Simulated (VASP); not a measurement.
# SiNi (P2_13) in VASP: notebook

Runs on SiNi. Level: PBE. Tasks: relaxation of cell and atoms, single point.

All numbers are computed with VASP 6.6.1; they aren't measurements. Logs are shortened: lines on timing, memory, paths and dates and some standing lists are left out, and cuts for length are marked.

## (1) The cell of the first run

Symmetry: P2_13, No. 198, cubic system. The conventional cell has a = 4.497 Å, b = 4.497 Å, c = 4.497 Å, α = 90.00°, β = 90.00°, γ = 90.00°. Within 3.0 Å of Si (site symmetry 3) lie 7 Ni at 2.23 to 2.47 Å and 6 Si at 2.76 Å. Ni (site symmetry 3) has 7 Si at 2.23 to 2.47 Å and 6 Ni at 2.77 Å within 3.0 Å.

## (2) Relaxation of cell and atoms, PBE

Input file INCAR:

```
SYSTEM = SiNi
  PREC = Accurate
  ENCUT = 600
  EDIFF = 1E-6
  ISMEAR = 0
  SIGMA = 0.1
  LREAL = .False.
  LASPH = .True.
  NELM = 80
  ALGO = Normal
  ISIF = 3
  LWAVE = .False.
  LCHARG = .False.
  GGA = PE
  IBRION = 2
  NSW = 100
  EDIFFG = -0.05
```

Input file KPOINTS:

```
regular mesh
0
Gamma
  4 4 4
  0 0 0
```

Input file POSCAR:

```
SiNi
1.0
    4.4967800000      0.0000000000      0.0000000000
    0.0000000000      4.4967800000      0.0000000000
    0.0000000000      0.0000000000      4.4967800000
Si Ni
4 4
Direct
    0.8601000000      0.8601000000      0.8601000000
    0.6399000000      0.1399000000      0.3601000000
    0.3601000000      0.6399000000      0.1399000000
    0.1399000000      0.3601000000      0.6399000000
    0.1470000000      0.1470000000      0.1470000000
    0.3530000000      0.8530000000      0.6470000000
    0.6470000000      0.3530000000      0.8530000000
    0.8530000000      0.6470000000      0.3530000000
```

Potentials or basis: VASP PAW PBE potentials, release 64 (Si, Ni).

On the command line:

```
> cat potpaw_PBE.64/Si/POTCAR potpaw_PBE.64/Ni/POTCAR > POTCAR
> mpirun -np 1 vasp_std > vasp.out
```

OUTCAR:

```text
SYSTEM = SiNi
   PREC = Accurate
   ENCUT = 600
   EDIFF = 1E-6
   ISMEAR = 0
   LREAL = .False.
   LASPH = .True.
   NELM = 80
   ISIF = 3
   GGA = PE
   IBRION = 2
   NSW = 100
   EDIFFG = -0.05

 ion  position               nearest neighbor table
   1  0.860  0.860  0.860-   5 2.23   6 2.41   7 2.41   8 2.41   8 2.47   7 2.47   6 2.47   2 2.76
                             3 2.76   4 2.76   4 2.76   3 2.76   2 2.76
   2  0.640  0.140  0.360-   6 2.23   5 2.41   7 2.41   8 2.41   5 2.47   8 2.47   7 2.47   4 2.76
                             1 2.76   1 2.76   3 2.76   3 2.76   4 2.76
   3  0.360  0.640  0.140-   7 2.23   6 2.41   5 2.41   8 2.41   5 2.47   6 2.47   8 2.47   4 2.76
                             1 2.76   4 2.76   2 2.76   1 2.76   2 2.76
   4  0.140  0.360  0.640-   8 2.23   6 2.41   7 2.41   5 2.41   7 2.47   5 2.47   6 2.47   3 2.76
                             1 2.76   3 2.76   1 2.76   2 2.76   2 2.76
   5  0.147  0.147  0.147-   1 2.23   2 2.41   3 2.41   4 2.41   4 2.47   3 2.47   2 2.47   6 2.77
                             6 2.77   7 2.77   8 2.77   8 2.77   7 2.77
   6  0.353  0.853  0.647-   2 2.23   1 2.41   3 2.41   4 2.41   1 2.47   4 2.47   3 2.47   7 2.77
                             8 2.77   5 2.77   5 2.77   7 2.77   8 2.77
   7  0.647  0.353  0.853-   3 2.23   2 2.41   1 2.41   4 2.41   1 2.47   2 2.47   4 2.47   6 2.77
                             8 2.77   8 2.77   6 2.77   5 2.77   5 2.77
   8  0.853  0.647  0.353-   4 2.23   2 2.41   3 2.41   1 2.41   3 2.47   1 2.47   2 2.47   6 2.77
                             7 2.77   7 2.77   5 2.77   5 2.77   6 2.77

  LATTYP: Found a simple cubic cell.
 ALAT       =     4.4967800000

  Lattice vectors:

 A1 = (   4.4967800000,   0.0000000000,   0.0000000000)
 A2 = (   0.0000000000,   4.4967800000,   0.0000000000)
 A3 = (   0.0000000000,   0.0000000000,   4.4967800000)

Analysis of symmetry for initial positions (statically):
=====================================================================
 Subroutine PRICEL returns:
 Original cell was already a primitive cell.

 Routine SETGRP: Setting up the symmetry group for a
 simple cubic supercell.

 Subroutine GETGRP returns: Found 12 space group operations
 (whereof  3 operations were pure point group operations)
 out of a pool of 48 trial point group operations.

The static configuration has the point symmetry C_3 .
 The point group associated with its full space group is T   .

Analysis of symmetry for dynamics (positions and initial velocities):
=====================================================================
 Subroutine PRICEL returns:
 Original cell was already a primitive cell.

 Routine SETGRP: Setting up the symmetry group for a
 simple cubic supercell.
[... 96 lines left out ...]
   ISTART =      0    job   : 0-new  1-cont  2-samecut
   ICHARG =      2    charge: 1-file 2-atom 10-const
   ISPIN  =      1    spin polarized calculation?
   LNONCOLLINEAR =      F non collinear calculations
   LSORBIT =      F    spin-orbit coupling
   LASPH  =      T    aspherical Exc in radial PAW
   ENCUT  =  600.0 eV  44.10 Ry    6.64 a.u.   8.98  8.98  8.98*2*pi/ulx,y,z
   NELM   =     80;   NELMIN=  2; NELMDL= -5     # of ELM steps
   EDIFF  = 0.1E-05   stopping-criterion for ELM
   LREAL  =      F    real-space projection
   EDIFFG = -.5E-01   stopping-criterion for IOM
   NSW    =    100    number of steps for IOM
   IBRION =      2    ionic relax: 0-MD 1-quasi-New 2-CG
   NFREE  =      1    steps in history (QN), initial steepest desc. (CG)
   ISIF   =      3    stress and relaxation
   ISYM   =      2    0-nonsym 1-usesym 2-fastsym
   POTIM  = 0.5000    time-step for ionic-motion
   TEBEG  =    0.0;   TEEND  =   0.0 temperature during run
   PSTRESS=    0.0 pullay stress
   NELECT =      56.0000    total number of electrons
   NUPDOWN=      -1.0000    fix difference up-down
   EMIN   =  10.00;   EMAX   =-10.00  energy-range for DOS
   EFERMI =   0.00;   METHOD = LEGACY
   ISMEAR =     0;   SIGMA  =   0.10  broadening in eV -4-tet -1-fermi 0-gaus
   EFERMI_NEDOS =   21; number of points for ismear=-14 and -15
   IALGO  =     38    algorithm
   IMIX   =      4    mixing-type and parameters
     AMIX     =   0.40;   BMIX     =  1.00
     AMIX_MAG =   1.60;   BMIX_MAG =  1.00
  volume/ion in A,a.u.               =      11.37        76.70
  Fermi-wavevector in a.u.,A,eV,Ry     =   1.392844  2.632094 26.395505  1.940015
  Thomas-Fermi vector in A             =   2.516548
   LORBIT       =      0    0 simple, 1 ext, 2 COOP (PROOUT), +10 PAW based schemes
   GGA     = PE    functional components
   LHFCALC =     F    Hartree Fock is set to
   AEXX    =    0.0000 exact exchange contribution
   IVDW    =     0    specifies the selected vdW correction
   LEPSILON=     F    determine dielectric tensor
   LRPA    =     F    only Hartree local field effects (RPA)
 conjugate gradient relaxation of ions
 non-spin polarized calculation
 Gauss-broadening in eV      SIGMA  =   0.10
  energy-cutoff  :      600.00
  volume of cell :       90.93
 maximum number of plane-waves:      3060
   NGX = 17   NGY = 17   NGZ = 17

--------------------------------------- Ionic step        1  -------------------------------------------

 number of electron      56.0000062 magnetization

 Free energy of the ion-electron system (eV)
  ---------------------------------------------------
  ext. energy  EPLUGINS =         0.00000000
  ---------------------------------------------------
  free energy    TOTEN  =       -46.52353075 eV

  energy without entropy =      -46.49521407  energy(sigma->0) =      -46.50937241

------------------------ aborting loop because EDIFF is reached ----------------------------------------

  FORCE on cell =-STRESS in cart. coord.  units (eV):
  Direction    XX          YY          ZZ          XY          YZ          ZX
  --------------------------------------------------------------------------------------
  -------------------------------------------------------------------------------------
  Total        2.2563720      2.2563720      2.2563720      0.0000000      0.0000000      0.0000000
  in kB       39.7572524     39.7572524     39.7572524      0.0000000      0.0000000      0.0000000
  external PRESSURE =      39.7572524 kB  Pullay stress =       0.0000000 kB
[... 113 lines left out ...]
--------------------------------------- Ionic step        4  -------------------------------------------

 number of electron      55.9999987 magnetization

 Free energy of the ion-electron system (eV)
  ---------------------------------------------------
  ext. energy  EPLUGINS =         0.00000000
  ---------------------------------------------------
  free energy    TOTEN  =       -46.78897140 eV

  energy without entropy =      -46.76263419  energy(sigma->0) =      -46.77580280

 E-fermi :  11.8546     XC(G=0): -12.5295

 val. band max:       11.8435811527   @ k =   0.2500   0.2500   0.0000
 cond. band min:      11.8766366893   @ k =   0.2500   0.0000   0.0000
 fundamental gap:      0.0330555365
 Fermi energy:        11.8546322296

 k-point     1 :       0.0000    0.0000    0.0000
  band No.  band energies     occupation
      1      -2.3094      2.00000
      2       3.0622      2.00000
      3       3.0622      2.00000
      4       3.0622      2.00000
      5       5.5973      2.00000
      6       5.5973      2.00000
[... 420 lines left out ...]
  FREE ENERGIE OF THE ION-ELECTRON SYSTEM (eV)
  ---------------------------------------------------
  free  energy   TOTEN  =       -46.7889714047 eV

  energy  without entropy=      -46.7626341862  energy(sigma->0) =      -46.77580280

 reached required accuracy - stopping structural energy minimisation
```

OSZICAR:

```text
N       E                     dE             d eps       ncg     rms          rms(c)
DAV:   1     0.394149338619E+03    0.39415E+03   -0.27139E+04   726   0.227E+03
DAV:   2    -0.171877261991E+02   -0.41134E+03   -0.40336E+03   726   0.436E+02
DAV:   3    -0.507723904661E+02   -0.33585E+02   -0.32815E+02   841   0.147E+02
[... 40 lines left out ...]
DAV:   6    -0.467889872383E+02    0.79787E-03   -0.61036E-03  1103   0.571E-01    0.646E-02
DAV:   7    -0.467890102125E+02   -0.22974E-04   -0.31230E-04   881   0.154E-01    0.570E-02
DAV:   8    -0.467889824952E+02    0.27717E-04   -0.36307E-05  1053   0.722E-02    0.273E-02
DAV:   9    -0.467889713678E+02    0.11127E-04   -0.51079E-05  1133   0.646E-02    0.721E-03
DAV:  10    -0.467889714047E+02   -0.36912E-07   -0.34296E-06   639   0.155E-02
   4 F= -.46788971E+02 E0= -.46775803E+02  d E =-.748983E-01
```

CONTCAR:

```text
SiNi
   1.00000000000000
     4.5144508938717030    0.0000000000000000   -0.0000000000000000
     0.0000000000000000    4.5144508938717030    0.0000000000000000
    -0.0000000000000000    0.0000000000000000    4.5144508938717030
  Si              Ni
     4     4
Direct
     0.8471199238000066    0.8471199238000066    0.8471199238000066
     0.6528800761999934    0.1528800761999934    0.3471199238000066
     0.3471199238000066    0.6528800761999934    0.1528800761999934
     0.1528800761999934    0.3471199238000066    0.6528800761999934
     0.1502722835420116    0.1502722835420116    0.1502722835420116
     0.3497277164579883    0.8497277164579884    0.6502722835420116
     0.6502722835420116    0.3497277164579883    0.8497277164579884
     0.8497277164579884    0.6502722835420116    0.3497277164579883

  0.00000000E+00  0.00000000E+00  0.00000000E+00
  0.00000000E+00  0.00000000E+00  0.00000000E+00
  0.00000000E+00  0.00000000E+00  0.00000000E+00
  0.00000000E+00  0.00000000E+00  0.00000000E+00
  0.00000000E+00  0.00000000E+00  0.00000000E+00
  0.00000000E+00  0.00000000E+00  0.00000000E+00
  0.00000000E+00  0.00000000E+00  0.00000000E+00
  0.00000000E+00  0.00000000E+00  0.00000000E+00
```

Wall time 54 s (1 thread of Intel Xeon 6975P-C (Granite Rapids), shared host); peak memory 0.22 GiB.

What came out:

```yaml
Free_energy: -46.7890 eV
Relaxed_volume: 11.50 Å³/atom
Relaxed_cell: a = 4.514 Å, b = 4.514 Å, c = 4.514 Å, α = 90.00°, β = 90.00°, γ = 90.00°
Space_group_after_relaxing_to_0.1_Å: P2_13 (No. 198)
Energy_gained_by_relaxing: 33.2 meV/atom
Ionic_steps: 4
Pressure_after_relaxing: 0.6 GPa
Largest_force_after_relaxing: 0.046 eV/Å
Band_gap_on_the_k_mesh: zero (bands 28 and 29 overlap by 1.16 eV)
```

Forces in eV/Å, atoms in the order of the input:
```
Si  -0.027 -0.027 -0.027
Si   0.027  0.027 -0.027
Si  -0.027  0.027  0.027
Si   0.027 -0.027  0.027
Ni  -0.026 -0.026 -0.026
Ni   0.026  0.026 -0.026
Ni  -0.026  0.026  0.026
Ni   0.026 -0.026  0.026
```

The path:
```
step  energy change (eV)  largest force (eV/Å)  pressure (GPa)  volume (Å³)
   1              0.0000                1.1918            3.98        90.93
   2             -0.1904                0.4527           -4.07        94.69
   3             -0.1905                0.4379           -4.18        94.79
   4             -0.2654                0.0464            0.57        92.01
```

Final structure:
```
CELL_PARAMETERS angstrom
4.51445 0.00000 0.00000
0.00000 4.51445 0.00000
0.00000 0.00000 4.51445
ATOMIC_POSITIONS crystal
Si 0.84712 0.84712 0.84712
Si 0.65288 0.15288 0.34712
Si 0.34712 0.65288 0.15288
Si 0.15288 0.34712 0.65288
Ni 0.15027 0.15027 0.15027
Ni 0.34973 0.84973 0.65027
Ni 0.65027 0.34973 0.84973
Ni 0.84973 0.65027 0.34973
```

Caveat: the relaxation stopped at a loose force limit of 0.05 eV/Å, so its end isn't a converged minimum. PBE usually gives volumes a little too large and moduli too small.

(Part 1 of 2 ends here.)
